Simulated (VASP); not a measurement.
# Be (I4/mmm) in VASP: single point with r2SCAN

Aim: the single point of Be with r2SCAN.

Program: VASP 6.6.1. These are calculated values, not measurements. Logs are shortened: lines on timing, memory, paths and dates and some standing lists are left out, and cuts for length are marked.

**1. The cell of the first run**

Symmetry: I4/mmm, No. 139, tetragonal system. Conventional cell: a = 2.748 Å, b = 2.748 Å, c = 2.267 Å, α = 90.00°, β = 90.00°, γ = 90.00°. Within 3.0 Å of Be (site symmetry 4/mmm) lie 14 Be at 2.25 to 2.75 Å.

**2. Single point, r2SCAN**

The input, POSCAR:

```
Be
1.0
   -1.3738670000      1.3738670000      1.1333960000
    1.3738670000     -1.3738670000      1.1333960000
    1.3738670000      1.3738670000     -1.1333960000
Be
1
Direct
    0.0000000000      0.0000000000      0.0000000000
```

The input, INCAR.step1:

```
SYSTEM = Be
ALGO = Normal
EDIFF = 1E-4
ENCUT = 520
GGA = PE
ISMEAR = -1
LASPH = .True.
LCHARG = .False.
LREAL = .False.
LWAVE = .True.
NBANDS = 7
NELM = 60
PREC = Accurate
SIGMA = 0.0112
```

The input, INCAR.step2:

```
SYSTEM = Be
ALGO = Normal
EDIFF = 1E-6
ENCUT = 520
ISIF = 2
ISMEAR = -1
ISTART = 1
LASPH = .True.
LCHARG = .False.
LMIXTAU = .True.
LREAL = .False.
LWAVE = .False.
METAGGA = R2SCAN
NBANDS = 7
NELM = 60
PREC = Accurate
SIGMA = 0.0112
```

The input, KPOINTS:

```
k-points
0
Gamma
  14 14 14
  0 0 0
```

Potentials or basis: VASP PAW PBE potentials, release 64 (Be).

Command:

```bash
$ cat potpaw_PBE.64/Be/POTCAR > POTCAR
$ cp INCAR.step1 INCAR
$ mpirun -np 1 vasp_std > vasp.out
$ cp INCAR.step2 INCAR
$ mpirun -np 1 vasp_std > vasp.out
```

OUTCAR:

```text
SYSTEM = Be
   EDIFF = 1E-6
   ENCUT = 520
   ISIF = 2
   ISMEAR = -1
   ISTART = 1
   LASPH = .True.
   LREAL = .False.
   METAGGA = R2SCAN
   NELM = 60
   PREC = Accurate

 ion  position               nearest neighbor table
   1  0.000  0.000  0.000-

  LATTYP: Found a body centered tetragonal cell.
 ALAT       =     2.7477340000
 C/A-ratio  =     0.8249677734

  Lattice vectors:

 A1 = (  -1.3738670000,   1.3738670000,   1.1333960000)
 A2 = (   1.3738670000,  -1.3738670000,   1.1333960000)
 A3 = (   1.3738670000,   1.3738670000,  -1.1333960000)

Analysis of symmetry for initial positions (statically):
=====================================================================
 Subroutine PRICEL returns:
 Original cell was already a primitive cell.

 Routine SETGRP: Setting up the symmetry group for a
 body centered tetragonal supercell.

 Subroutine GETGRP returns: Found 16 space group operations
 (whereof 16 operations were pure point group operations)
 out of a pool of 16 trial point group operations.

The static configuration has the point symmetry D_4h.

Analysis of symmetry for dynamics (positions and initial velocities):
=====================================================================
 Subroutine PRICEL returns:
 Original cell was already a primitive cell.

 Routine SETGRP: Setting up the symmetry group for a
 body centered tetragonal supercell.

 Subroutine GETGRP returns: Found 16 space group operations
 (whereof 16 operations were pure point group operations)
 out of a pool of 16 trial point group operations.

The dynamic configuration has the point symmetry D_4h.

 Subroutine INISYM returns: Found 16 space group operations
 (whereof 16 operations are pure point group operations),
 and found     1 'primitive' translations

----------------------------------------------------------------------------------------

                                     Primitive cell

  volume of cell :       8.5572

  direct lattice vectors                    reciprocal lattice vectors
    -1.373867000  1.373867000  1.133396000     0.000000000  0.363936247  0.441152077
     1.373867000 -1.373867000  1.133396000     0.363936247  0.000000000  0.441152077
     1.373867000  1.373867000 -1.133396000     0.363936247  0.363936247  0.000000000

  length of vectors
     2.249357144  2.249357144  2.249357144     0.571895749  0.571895749  0.514683576

  position of ions in fractional coordinates (direct lattice)
     0.000000000  0.000000000  0.000000000

  ion indices of the primitive-cell ions
[... 75 lines left out ...]
   LREAL  =      F    real-space projection
   EDIFFG = 0.1E-04   stopping-criterion for IOM
   NSW    =      0    number of steps for IOM
   IBRION =     -1    ionic relax: 0-MD 1-quasi-New 2-CG
   NFREE  =      0    steps in history (QN), initial steepest desc. (CG)
   ISIF   =      2    stress and relaxation
   ISYM   =      2    0-nonsym 1-usesym 2-fastsym
   POTIM  = 0.5000    time-step for ionic-motion
   TEBEG  =    0.0;   TEEND  =   0.0 temperature during run
   PSTRESS=    0.0 pullay stress
   NELECT =       2.0000    total number of electrons
   NUPDOWN=      -1.0000    fix difference up-down
   EMIN   =  10.00;   EMAX   =-10.00  energy-range for DOS
   EFERMI =   0.00;   METHOD = LEGACY
   ISMEAR =    -1;   SIGMA  =   0.01  broadening in eV -4-tet -1-fermi 0-gaus
   EFERMI_NEDOS =   21; number of points for ismear=-14 and -15
   IALGO  =     38    algorithm
   IMIX   =      4    mixing-type and parameters
     AMIX     =   0.40;   BMIX     =  1.00
     AMIX_MAG =   1.60;   BMIX_MAG =  1.00
  volume/ion in A,a.u.               =       8.56        57.75
  Fermi-wavevector in a.u.,A,eV,Ry     =   1.008419  1.905636 13.835893  1.016909
  Thomas-Fermi vector in A             =   2.141285
   LORBIT       =      0    0 simple, 1 ext, 2 COOP (PROOUT), +10 PAW based schemes
   METAGGA = R2SCAN    functional components
   LHFCALC =     F    Hartree Fock is set to
   AEXX    =    0.0000 exact exchange contribution
   IVDW    =     0    specifies the selected vdW correction
   LEPSILON=     F    determine dielectric tensor
   LRPA    =     F    only Hartree local field effects (RPA)
 non-spin polarized calculation
  energy-cutoff  :      520.00
  volume of cell :        8.56
 maximum number of plane-waves:       238
 NGX is ok and might be reduce to    18
   NGX =  9   NGY =  9   NGZ =  9

 number of electron       2.0000000 magnetization

 Free energy of the ion-electron system (eV)
  ---------------------------------------------------
  ext. energy  EPLUGINS =         0.00000000
  ---------------------------------------------------
  free energy    TOTEN  =        -4.17349213 eV

  energy without entropy =       -4.17336657  energy(sigma->0) =       -4.17342935

 E-fermi :   6.6719     XC(G=0): -10.9940

 val. band max:        6.6625877898   @ k =  -0.3571  -0.3571   0.2143
 cond. band min:       6.6902605258   @ k =   0.4286   0.3571   0.0714
 fundamental gap:      0.0276727360
 Fermi energy:         6.6718752218

 k-point     1 :       0.0000    0.0000    0.0000
  band No.  band energies     occupation
      1      -5.2890      2.00000
      2      25.4771      0.00000
      3      25.4771      0.00000
      4      28.8504      0.00000
      5      32.6285      0.00000
      6      36.6459      0.00000
      7      41.9045      0.00000
[... 221 lines left out ...]
 k-point    24 :       0.2857    0.1429    0.0000
  band No.  band energies     occupation
      1       0.6104      2.00000
      2      12.9691      0.00000
      3      17.4820      0.00000
      4      19.9110      0.00000
      5      30.6248      0.00000
      6      31.8428      0.00000
      7      38.5975      0.00000

 [... further k-points ...]

------------------------ aborting loop because EDIFF is reached ----------------------------------------

  FORCE on cell =-STRESS in cart. coord.  units (eV):
  Direction    XX          YY          ZZ          XY          YZ          ZX
  --------------------------------------------------------------------------------------
  -------------------------------------------------------------------------------------
  Total       -0.6206669     -0.6206669      0.4081734      0.0000000      0.0000000      0.0000000
  in kB     -116.2085660   -116.2085660     76.4230296      0.0000000      0.0000000      0.0000000
  external PRESSURE =     -51.9980341 kB  Pullay stress =       0.0000000 kB

 VOLUME and BASIS-vectors are now :
 -----------------------------------------------------------------------------
  energy-cutoff  :      520.00
  volume of cell :        8.56
      direct lattice vectors                 reciprocal lattice vectors
    -1.373867000  1.373867000  1.133396000     0.000000000  0.363936247  0.441152077
     1.373867000 -1.373867000  1.133396000     0.363936247  0.000000000  0.441152077
     1.373867000  1.373867000 -1.133396000     0.363936247  0.363936247  0.000000000

 POSITION                                       TOTAL-FORCE (eV/Angst)
 -----------------------------------------------------------------------------------
      0.00000      0.00000      0.00000        -0.000000      0.000000     -0.000000
 -----------------------------------------------------------------------------------
    total drift:                                0.000000      0.000000      0.000000

  FREE ENERGIE OF THE ION-ELECTRON SYSTEM (eV)
  ---------------------------------------------------
  free  energy   TOTEN  =        -4.1734921346 eV

  energy  without entropy=       -4.1733665671  energy(sigma->0) =       -4.17342935
```

OUTCAR.step1:

```text
SYSTEM = Be
   EDIFF = 1E-4
   ENCUT = 520
   GGA = PE
   ISMEAR = -1
   LASPH = .True.
   LREAL = .False.
[... 457 lines left out ...]
 -----------------------------------------------------------------------------------
      0.00000      0.00000      0.00000         0.000000      0.000000      0.000000
 -----------------------------------------------------------------------------------
    total drift:                                0.000000      0.000000      0.000000

  FREE ENERGIE OF THE ION-ELECTRON SYSTEM (eV)
  ---------------------------------------------------
  free  energy   TOTEN  =        -3.6035639750 eV

  energy  without entropy=       -3.6034884042  energy(sigma->0) =       -3.60352619
```

Wall time 23 s (1 thread of Intel Xeon Platinum 8488C (Sapphire Rapids), shared host); peak memory 0.12 GiB.

What came out:

| Item | Value |
| --- | --- |
| Free energy | -4.1735 eV |
| Pressure | -5.2 GPa |
| Band gap on the k mesh | zero (band 1 reaches 9.73 eV, above the bottom of band 2 at 5.80 eV) |

Levels at points of the mesh, in eV from the Fermi level:
| k point | band 1 | band 2 | band 3 | band 4 | band 5 |
| --- | --- | --- | --- | --- | --- |
| (0.00, 0.00, 0.00) | -11.96 | 18.81 | 18.81 | 22.18 | 25.96 |
| (0.50, 0.00, 0.00) | -3.88 | 1.83 | 12.18 | 14.34 | 19.05 |
| (0.50, 0.50, 0.00) | -5.46 | -0.87 | 16.88 | 20.15 | 26.68 |
| (0.50, 0.50, 0.50) | 2.46 | 2.46 | 8.17 | 10.55 | 10.56 |

Caveat: the PAW data sets were made with another functional, which shifts forces and pressure a little.
